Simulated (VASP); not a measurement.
# PbO2 (Fm-3m) in VASP: further runs

PbO2 is run at these levels: LDA; tasks: single point.

Program: VASP 6.6.1. These are calculated values, not measurements. Logs are shortened: lines on timing, memory, paths and dates and some standing lists are left out, and cuts for length are marked.

### 1 The cell of the first run

The structure is cubic, space group Fm-3m (No. 225). Conventional cell: a = 5.294 Å, b = 5.294 Å, c = 5.294 Å, α = 90.00°, β = 90.00°, γ = 90.00°. Within 3.0 Å of Pb (site symmetry m-3m) lie 8 O at 2.29 Å. Within 3.0 Å of O (site symmetry -43m) lie 4 Pb at 2.29 Å and 6 O at 2.65 Å.

### 2 Single point, LDA

INCAR reads:

```
SYSTEM = PbO2
PREC = Accurate ; ENCUT = 520
EDIFF = 1E-6 ; ISMEAR = -1
SIGMA = 0.05 ; LREAL = .False.
LASPH = .True. ; NELM = 100
ALGO = Normal ; ISIF = 2
LWAVE = .False. ; LCHARG = .False.
GGA = CA ; NBANDS = 20
```

KPOINTS reads:

```
regular mesh
0
Gamma
  9 9 9
  0 0 0
```

POSCAR reads:

```
PbO2
1.0
    0.0000000000      2.6468338291      2.6468338291
    2.6468338291      0.0000000000      2.6468338291
    2.6468338291      2.6468338291      0.0000000000
Pb O
1 2
Direct
    0.0000000000      0.0000000000      0.0000000000
    0.7500000000      0.7500000000      0.7500000000
    0.2500000000      0.2500000000      0.2500000000
```

Potentials or basis: VASP PAW LDA potentials, release 64 (Pb_d, O).

Launch:

```bash
cat potpaw_LDA.64/Pb_d/POTCAR potpaw_LDA.64/O/POTCAR > POTCAR
mpirun -np 1 vasp_std > vasp.out
```

OUTCAR:

```text
SYSTEM = PbO2
   PREC = Accurate
   ENCUT = 520
   EDIFF = 1E-6
   ISMEAR = -1
   LREAL = .False.
   LASPH = .True.
   NELM = 100
   ISIF = 2
   GGA = CA

 ion  position               nearest neighbor table
   1  0.000  0.000  0.000-   2 2.29   2 2.29   2 2.29   2 2.29   3 2.29   3 2.29   3 2.29   3 2.29

   2  0.750  0.750  0.750-   1 2.29   1 2.29   1 2.29   1 2.29
   3  0.250  0.250  0.250-   1 2.29   1 2.29   1 2.29   1 2.29

  LATTYP: Found a face centered cubic cell.
 ALAT       =     5.2936676582

  Lattice vectors:

 A1 = (   0.0000000000,   2.6468338291,   2.6468338291)
 A2 = (   2.6468338291,   0.0000000000,   2.6468338291)
 A3 = (   2.6468338291,   2.6468338291,   0.0000000000)

Analysis of symmetry for initial positions (statically):
=====================================================================
 Subroutine PRICEL returns:
 Original cell was already a primitive cell.

 Routine SETGRP: Setting up the symmetry group for a
 face centered cubic supercell.

 Subroutine GETGRP returns: Found 48 space group operations
 (whereof 48 operations were pure point group operations)
 out of a pool of 48 trial point group operations.

The static configuration has the point symmetry O_h .

Analysis of symmetry for dynamics (positions and initial velocities):
=====================================================================
 Subroutine PRICEL returns:
 Original cell was already a primitive cell.

 Routine SETGRP: Setting up the symmetry group for a
 face centered cubic supercell.

 Subroutine GETGRP returns: Found 48 space group operations
 (whereof 48 operations were pure point group operations)
 out of a pool of 48 trial point group operations.

The dynamic configuration has the point symmetry O_h .

 Subroutine INISYM returns: Found 48 space group operations
 (whereof 48 operations are pure point group operations),
 and found     1 'primitive' translations

----------------------------------------------------------------------------------------

                                     Primitive cell

  volume of cell :      37.0860

  direct lattice vectors                    reciprocal lattice vectors
     0.000000000  2.646833829  2.646833829    -0.188904945  0.188904945  0.188904945
     2.646833829  0.000000000  2.646833829     0.188904945 -0.188904945  0.188904945
     2.646833829  2.646833829  0.000000000     0.188904945  0.188904945 -0.188904945

  length of vectors
[... 76 lines left out ...]
   ISTART =      0    job   : 0-new  1-cont  2-samecut
   ICHARG =      2    charge: 1-file 2-atom 10-const
   ISPIN  =      1    spin polarized calculation?
   LNONCOLLINEAR =      F non collinear calculations
   LSORBIT =      F    spin-orbit coupling
   LASPH  =      T    aspherical Exc in radial PAW
   ENCUT  =  520.0 eV  38.22 Ry    6.18 a.u.   6.96  6.96  6.96*2*pi/ulx,y,z
   NELM   =    100;   NELMIN=  2; NELMDL= -5     # of ELM steps
   EDIFF  = 0.1E-05   stopping-criterion for ELM
   LREAL  =      F    real-space projection
   EDIFFG = 0.1E-04   stopping-criterion for IOM
   NSW    =      0    number of steps for IOM
   IBRION =     -1    ionic relax: 0-MD 1-quasi-New 2-CG
   NFREE  =      0    steps in history (QN), initial steepest desc. (CG)
   ISIF   =      2    stress and relaxation
   ISYM   =      2    0-nonsym 1-usesym 2-fastsym
   POTIM  = 0.5000    time-step for ionic-motion
   TEBEG  =    0.0;   TEEND  =   0.0 temperature during run
   PSTRESS=    0.0 pullay stress
   NELECT =      26.0000    total number of electrons
   NUPDOWN=      -1.0000    fix difference up-down
   EMIN   =  10.00;   EMAX   =-10.00  energy-range for DOS
   EFERMI =   0.00;   METHOD = LEGACY
   ISMEAR =    -1;   SIGMA  =   0.05  broadening in eV -4-tet -1-fermi 0-gaus
   EFERMI_NEDOS =   21; number of points for ismear=-14 and -15
   IALGO  =     38    algorithm
   IMIX   =      4    mixing-type and parameters
     AMIX     =   0.40;   BMIX     =  1.00
     AMIX_MAG =   1.60;   BMIX_MAG =  1.00
  volume/ion in A,a.u.               =      12.36        83.42
  Fermi-wavevector in a.u.,A,eV,Ry     =   1.454329  2.748283 28.777305  2.115072
  Thomas-Fermi vector in A             =   2.571492
   LORBIT       =      0    0 simple, 1 ext, 2 COOP (PROOUT), +10 PAW based schemes
   GGA     = CA    functional components
   LHFCALC =     F    Hartree Fock is set to
   AEXX    =    0.0000 exact exchange contribution
   IVDW    =     0    specifies the selected vdW correction
   LEPSILON=     F    determine dielectric tensor
   LRPA    =     F    only Hartree local field effects (RPA)
 non-spin polarized calculation
  energy-cutoff  :      520.00
  volume of cell :       37.09
 maximum number of plane-waves:      1018
   NGX = 13   NGY = 13   NGZ = 13

 number of electron      26.0000019 magnetization

 Free energy of the ion-electron system (eV)
  ---------------------------------------------------
  ext. energy  EPLUGINS =         0.00000000
  ---------------------------------------------------
  free energy    TOTEN  =       -18.14233543 eV

  energy without entropy =      -18.13656746  energy(sigma->0) =      -18.13945144

 E-fermi :   6.1645     XC(G=0): -12.0051

 val. band max:        6.1155270719   @ k =  -0.3333   0.4444   0.2222
 cond. band min:       6.8951895952   @ k =  -0.1111   0.1111   0.0000
 fundamental gap:      0.7796625232
 Fermi energy:         6.1644830193

 k-point     1 :       0.0000    0.0000    0.0000
  band No.  band energies     occupation
      1     -12.6532      2.00000
      2      -9.5587      2.00000
      3      -9.5587      2.00000
      4      -9.5587      2.00000
      5      -9.2651      2.00000
      6      -9.2287      2.00000
[... 541 lines left out ...]
     19      22.1776      0.00000
     20      23.5297      0.00000

 [... further k-points ...]
[... 5 lines left out ...]
  --------------------------------------------------------------------------------------
  -------------------------------------------------------------------------------------
  Total       -0.2291815     -0.2291815     -0.2291815      0.0000000     -0.0000000      0.0000000
  in kB       -9.9010240     -9.9010240     -9.9010240      0.0000000     -0.0000000      0.0000000
  external PRESSURE =      -9.9010240 kB  Pullay stress =       0.0000000 kB

 VOLUME and BASIS-vectors are now :
 -----------------------------------------------------------------------------
  energy-cutoff  :      520.00
  volume of cell :       37.09
      direct lattice vectors                 reciprocal lattice vectors
     0.000000000  2.646833829  2.646833829    -0.188904945  0.188904945  0.188904945
     2.646833829  0.000000000  2.646833829     0.188904945 -0.188904945  0.188904945
     2.646833829  2.646833829  0.000000000     0.188904945  0.188904945 -0.188904945

 POSITION                                       TOTAL-FORCE (eV/Angst)
 -----------------------------------------------------------------------------------
      0.00000      0.00000      0.00000        -0.000000      0.000000      0.000000
      3.97025      3.97025      3.97025        -0.000000     -0.000000     -0.000000
      1.32342      1.32342      1.32342         0.000000      0.000000      0.000000
 -----------------------------------------------------------------------------------
    total drift:                                0.000000     -0.000000      0.000000

  FREE ENERGIE OF THE ION-ELECTRON SYSTEM (eV)
  ---------------------------------------------------
  free  energy   TOTEN  =       -18.1423354273 eV

  energy  without entropy=      -18.1365674575  energy(sigma->0) =      -18.13945144
```

stdout:

```text
POSCAR found type information on POSCAR PbO
 POSCAR found :  2 types and       3 ions
 scaLAPACK will be used
 LDA part: xc-table for (Slater(with rela. corr.)+CA(PZ))
 , standard interpolation
 POSCAR, INCAR and KPOINTS ok, starting setup
 FFT: planning ... GRIDC
 FFT: planning ... GRID_SOFT
 FFT: planning ... GRID
 WAVECAR not read
 entering main loop
```

It took 18 s on 1 thread of Intel Xeon Platinum 8559C (Emerald Rapids), shared host; peak memory 0.15 GiB.

What came out:

- Free energy: -18.1423 eV
- Pressure: -1.0 GPa
- Band gap on the k mesh: zero (band 13 reaches 6.12 eV, above the bottom of band 14 at 4.81 eV)

Levels at points of the mesh, in eV from the Fermi level:
```csv
k point,band 10,band 11,band 12,band 13,band 14,band 15,band 16,band 17
"(0.00, 0.00, 0.00)",-2.09,-2.09,-1.35,-1.35,-1.35,6.92,6.92,6.92
```

Caveat: spin-orbit coupling is left out, which moves the levels of the heavy elements.

### 3 Single point, LDA

This run uses another cell than the first one, of 12.63 Å³/atom, 1.021 times its volume.

INCAR reads:

```
PREC = Accurate
ENCUT = 520
EDIFF = 1E-6
ISMEAR = -1
SIGMA = 0.05
LREAL = False
LASPH = True
NELM = 80
ALGO = Normal
ISIF = 2
LWAVE = False
LCHARG = True
GGA = CA
LELF = True
LVHAR = True
NBANDS = 20
```

KPOINTS reads:

```
Automatic mesh
0
Gamma
  9 9 9
```

POSCAR reads:

```
PbO2
1.0
    0.0000000000      2.6654741181      2.6654741181
    2.6654741181      0.0000000000      2.6654741181
    2.6654741181      2.6654741181      0.0000000000
Pb O
1 2
Direct
    0.0000000000      0.0000000000      0.0000000000
    0.7500000000      0.7500000000      0.7500000000
    0.2500000000      0.2500000000      0.2500000000
```

Potentials or basis: VASP PAW LDA potentials, release 64 (Pb_d, O).

Launch:

```bash
cat potpaw_LDA.64/Pb_d/POTCAR potpaw_LDA.64/O/POTCAR > POTCAR
mpirun -np 1 vasp_std > vasp.out
```

It took 14 s on 1 thread of Intel Xeon Platinum 8559C (Emerald Rapids), shared host; peak memory 0.15 GiB.

It converged, with:

```yaml
Free_energy: -18.1304 eV
Pressure: -4.3 GPa
Band_gap_on_the_k_mesh: zero (band 13 reaches 5.83 eV, above the bottom of band 14 at 4.57 eV)
```

Levels at points of the mesh, in eV from the Fermi level:
```
           k point  band 9  band 10  band 11  band 12  band 13  band 14  band 15  band 16  band 17  band 18
(0.00, 0.00, 0.00)   -2.05    -2.05    -2.05    -1.30    -1.30    -1.30     6.87     6.87     6.87    11.56
```

Caveat: spin-orbit coupling is left out, which moves the levels of the heavy elements.

### 4 Single point, LDA

This run uses another cell than the first one, of 12.89 Å³/atom, 1.043 times its volume.

INCAR reads:

```
SYSTEM = PbO2
PREC = Accurate
ENCUT = 520
EDIFF = 1E-6
ISMEAR = -1
SIGMA = 0.05
LREAL = .False.
LASPH = .True.
NELM = 80
ALGO = Normal
ISIF = 2
LWAVE = .False.
LCHARG = .False.
GGA = CA
NBANDS = 20
```

KPOINTS reads:

```
Automatic mesh
0
Gamma
  9 9 9
  0 0 0
```

POSCAR reads:

```
PbO2
1.0
    0.0000000000      2.6838572791      2.6838572791
    2.6838572791      0.0000000000      2.6838572791
    2.6838572791      2.6838572791      0.0000000000
Pb O
1 2
Direct
    0.0000000000      0.0000000000      0.0000000000
    0.7500000000      0.7500000000      0.7500000000
    0.2500000000      0.2500000000      0.2500000000
```

Potentials or basis: VASP PAW LDA potentials, release 64 (Pb_d, O).

Launch:

```bash
cat potpaw_LDA.64/Pb_d/POTCAR potpaw_LDA.64/O/POTCAR > POTCAR
mpirun -np 1 vasp_std > vasp.out
```

OUTCAR:

```text
SYSTEM = PbO2
   PREC = Accurate
   ENCUT = 520
   EDIFF = 1E-6
   ISMEAR = -1
   LREAL = .False.
   LASPH = .True.
   NELM = 80
   ISIF = 2
   GGA = CA

 ion  position               nearest neighbor table
   1  0.000  0.000  0.000-   2 2.32   2 2.32   2 2.32   2 2.32   3 2.32   3 2.32   3 2.32   3 2.32

   2  0.750  0.750  0.750-   1 2.32   1 2.32   1 2.32   1 2.32
   3  0.250  0.250  0.250-   1 2.32   1 2.32   1 2.32   1 2.32

  LATTYP: Found a face centered cubic cell.
 ALAT       =     5.3677145582

  Lattice vectors:

 A1 = (   0.0000000000,   2.6838572791,   2.6838572791)
 A2 = (   2.6838572791,   0.0000000000,   2.6838572791)
 A3 = (   2.6838572791,   2.6838572791,   0.0000000000)

Analysis of symmetry for initial positions (statically):
=====================================================================
 Subroutine PRICEL returns:
 Original cell was already a primitive cell.

 Routine SETGRP: Setting up the symmetry group for a
 face centered cubic supercell.

 Subroutine GETGRP returns: Found 48 space group operations
[... 159 lines left out ...]
  ---------------------------------------------------
  ext. energy  EPLUGINS =         0.00000000
  ---------------------------------------------------
  free energy    TOTEN  =       -18.10314153 eV

  energy without entropy =      -18.09736873  energy(sigma->0) =      -18.10025513

 E-fermi :   5.5971     XC(G=0): -11.7822

 val. band max:        5.5511669634   @ k =  -0.3333   0.4444   0.2222
 cond. band min:       6.1697473311   @ k =  -0.1111   0.1111   0.0000
 fundamental gap:      0.6185803677
 Fermi energy:         5.5970686049

 k-point     1 :       0.0000    0.0000    0.0000
  band No.  band energies     occupation
      1     -12.8526      2.00000
      2     -10.0476      2.00000
      3     -10.0476      2.00000
      4     -10.0476      2.00000
      5      -9.7708      2.00000
      6      -9.7708      2.00000
[... 541 lines left out ...]
     19      21.5590      0.00000
     20      22.5649      0.00000

 [... further k-points ...]
[... 5 lines left out ...]
  --------------------------------------------------------------------------------------
  -------------------------------------------------------------------------------------
  Total       -1.7431253     -1.7431253     -1.7431253     -0.0000000      0.0000000     -0.0000000
  in kB      -72.2322160    -72.2322160    -72.2322160     -0.0000000      0.0000000     -0.0000000
  external PRESSURE =     -72.2322160 kB  Pullay stress =       0.0000000 kB

 VOLUME and BASIS-vectors are now :
 -----------------------------------------------------------------------------
  energy-cutoff  :      520.00
  volume of cell :       38.66
      direct lattice vectors                 reciprocal lattice vectors
     0.000000000  2.683857279  2.683857279    -0.186299027  0.186299027  0.186299027
     2.683857279  0.000000000  2.683857279     0.186299027 -0.186299027  0.186299027
     2.683857279  2.683857279  0.000000000     0.186299027  0.186299027 -0.186299027

 POSITION                                       TOTAL-FORCE (eV/Angst)
 -----------------------------------------------------------------------------------
      0.00000      0.00000      0.00000        -0.000000     -0.000000      0.000000
      4.02579      4.02579      4.02579         0.000000      0.000000     -0.000000
      1.34193      1.34193      1.34193        -0.000000     -0.000000      0.000000
 -----------------------------------------------------------------------------------
    total drift:                                0.000000      0.000000      0.000000

  FREE ENERGIE OF THE ION-ELECTRON SYSTEM (eV)
  ---------------------------------------------------
  free  energy   TOTEN  =       -18.1031415265 eV

  energy  without entropy=      -18.0973687303  energy(sigma->0) =      -18.10025513
```

OSZICAR:

```text
N       E                     dE             d eps       ncg     rms          rms(c)
DAV:   1     0.257985730987E+03    0.25799E+03   -0.13744E+04  1428   0.161E+03
DAV:   2     0.210044473541E+01   -0.25589E+03   -0.24289E+03  1504   0.421E+02
DAV:   3    -0.201032773621E+02   -0.22204E+02   -0.21801E+02  1648   0.129E+02
DAV:   4    -0.207457204932E+02   -0.64244E+00   -0.64188E+00  1580   0.221E+01
DAV:   5    -0.207642768671E+02   -0.18556E-01   -0.18555E-01  1772   0.400E+00    0.921E+00
DAV:   6    -0.181820923883E+02    0.25822E+01   -0.10661E+01  2096   0.413E+01    0.296E+00
DAV:   7    -0.181364254553E+02    0.45667E-01   -0.56406E-01  1564   0.801E+00    0.165E+00
DAV:   8    -0.181134157280E+02    0.23010E-01   -0.19813E-01  1560   0.404E+00    0.831E-01
DAV:   9    -0.181030605576E+02    0.10355E-01   -0.30009E-02  1880   0.196E+00    0.154E-01
DAV:  10    -0.181031466218E+02   -0.86064E-04   -0.35304E-03  1524   0.426E-01    0.414E-02
DAV:  11    -0.181031511470E+02   -0.45252E-05   -0.39190E-05  1760   0.563E-02    0.321E-02
DAV:  12    -0.181031415968E+02    0.95502E-05   -0.35738E-05  1784   0.497E-02    0.672E-03
DAV:  13    -0.181031415265E+02    0.70346E-07   -0.15544E-06  1352   0.942E-03
   1 F= -.18103142E+02 E0= -.18100255E+02  d E =-.577280E-02
```

Wall time 13 s (1 thread of Intel Xeon Platinum 8559C (Emerald Rapids), shared host); peak memory 0.16 GiB.

What came out:

- Free energy: -18.1031 eV
- Pressure: -7.2 GPa
- Band gap on the k mesh: zero (band 13 reaches 5.55 eV, above the bottom of band 14 at 4.34 eV)

Levels at points of the mesh, in eV from the Fermi level:
| k point | band 10 | band 11 | band 12 | band 13 | band 14 | band 15 | band 16 | band 17 |
| --- | --- | --- | --- | --- | --- | --- | --- | --- |
| (0.00, 0.00, 0.00) | -2.01 | -2.01 | -1.26 | -1.26 | -1.26 | 6.81 | 6.81 | 6.81 |

Caveat: spin-orbit coupling is left out, which moves the levels of the heavy elements.

### 5 Single point, LDA

This run uses another cell than the first one, of 13.15 Å³/atom, 1.064 times its volume.

INCAR reads:

```
ALGO = Normal
EDIFF = 1E-7
ENCUT = 520
ISIF = 2
ISMEAR = -1
LASPH = True
LCHARG = False
LREAL = False
LWAVE = False
NBANDS = 20
NELM = 80
PREC = Accurate
SIGMA = 0.05
```

KPOINTS reads:

```
k-points
0
Gamma
  9 9 9
```

POSCAR reads:

```
PbO2
1.0
    0.0000000000      2.7019920000      2.7019920000
    2.7019920000      0.0000000000      2.7019920000
    2.7019920000      2.7019920000      0.0000000000
Pb O
1 2
Direct
    0.0000000000      0.0000000000      0.0000000000
    0.7500000000      0.7500000000      0.7500000000
    0.2500000000      0.2500000000      0.2500000000
```

Launch:

```bash
cat potpaw_LDA.64/Pb_d/POTCAR potpaw_LDA.64/O/POTCAR > POTCAR
mpirun -np 1 vasp_std > vasp.out
```

Wall time 13 s (1 thread of Intel Xeon Platinum 8559C (Emerald Rapids), shared host); peak memory 0.15 GiB.

The run converged. Its results:

* Free energy: -18.0623 eV
* Pressure: -9.8 GPa
* Band gap on the k mesh: zero (band 13 reaches 5.29 eV, above the bottom of band 14 at 4.11 eV)

Levels at points of the mesh, in eV from the Fermi level:
```csv
k point,band 11,band 12,band 13,band 14,band 15,band 16
"(0.00, 0.00, 0.00)",-1.98,-1.22,-1.22,-1.22,6.75,6.75
```

Caveat: spin-orbit coupling is left out, which moves the levels of the heavy elements.

### 6 Overview

```csv
cell,gap on the mesh (eV),pressure (GPa)
"a = 3.743 Å, angles 60.0°, 3 atoms",none,-1.0
"a = 3.770 Å, angles 60.0°, 3 atoms",none,-4.3
"a = 3.796 Å, angles 60.0°, 3 atoms",none,-7.2
"a = 3.821 Å, angles 60.0°, 3 atoms",none,-9.8
```

Alike in all rows: task single point; level LDA; potentials or basis VASP PAW LDA potentials, release 64 (Pb_d, O); no spin polarisation; k mesh 9 × 9 × 9; cutoff (eV) 520; smearing fermi-dirac 0.05 eV.

Caveats: spin-orbit coupling is left out, which moves the levels of the heavy elements.

Total energies depend on the potentials used, so only differences within one code and one set of settings carry meaning.
